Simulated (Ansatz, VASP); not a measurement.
## C: VASP beside Ansatz

INCAR

```
  PREC = Accurate
  ENCUT = 520
  EDIFF = 1E-6
  ISMEAR = 0
  SIGMA = 0.15
  LREAL = False
  LASPH = True
  NELM = 80
  ALGO = Normal
  ISIF = 2
  LWAVE = False
  LCHARG = False
  GGA = CA
  NBANDS = 11
```

File KPOINTS:

```
regular mesh
0
Gamma
  24 24 6
```

POSCAR

```
C
1.0
    2.4561701622      0.0000000000      0.0000000000
   -1.2280850811      2.1271057565      0.0000000000
    0.0000000000      0.0000000000      8.5238033600
C
2
Direct
    0.4241540011      0.7331520099     -0.0117318521
    0.6666666667      0.3333333333      0.0000000000
```

Input for Ansatz:

```yaml
crystal:
  lattice:
    - [2.4561701622, 0.0, 0.0]
    - [-1.2280850811, 2.1271057565, 0.0]
    - [0.0, 0.0, 8.52380336]
  atoms:
    - { symbol: C, position: [0.4241540011, 0.7331520099, -0.0117318521] }
    - { symbol: C, position: [0.6666666667, 0.3333333333, 0.0] }
basis:
  ecutwfc: 420
kpoints:
  mp_grid: { grid: [24, 24, 6] }
hamiltonian:
  xc: lda
scf:
  occupations: { method: gaussian, width: 0.15 }
output:
  forces: true
  stress: true
  eigenvalues: true
```

Alike in both runs: task single point; functional LDA; k mesh 24 × 24 × 6; occupations gaussian, width 0.15 eV; no spin polarisation.

|  | VASP | Ansatz |
| --- | --- | --- |
| version | VASP 6.6.1 | Ansatz 0.2.0 |
| potentials or method | VASP PAW LDA potentials, release 64 (C), cutoff 520 eV | scalar-relativistic, plane waves, PAW |
| valence electrons in the cell | 8 | 8 |

```csv
,VASP,Ansatz,Ansatz less VASP
gap on the k mesh at the Fermi level (eV),none,none,-
rms of the force components (eV/Å),4.982,4.989,+0.0067
```

LDA's correlation is that of Perdew and Zunger in VASP and of Perdew and Wang (1992) in Ansatz. Atom by atom the forces differ by 0.007 eV/Å (rms over components). A gap of «none» marks a metal or a gap that the smearing closes.
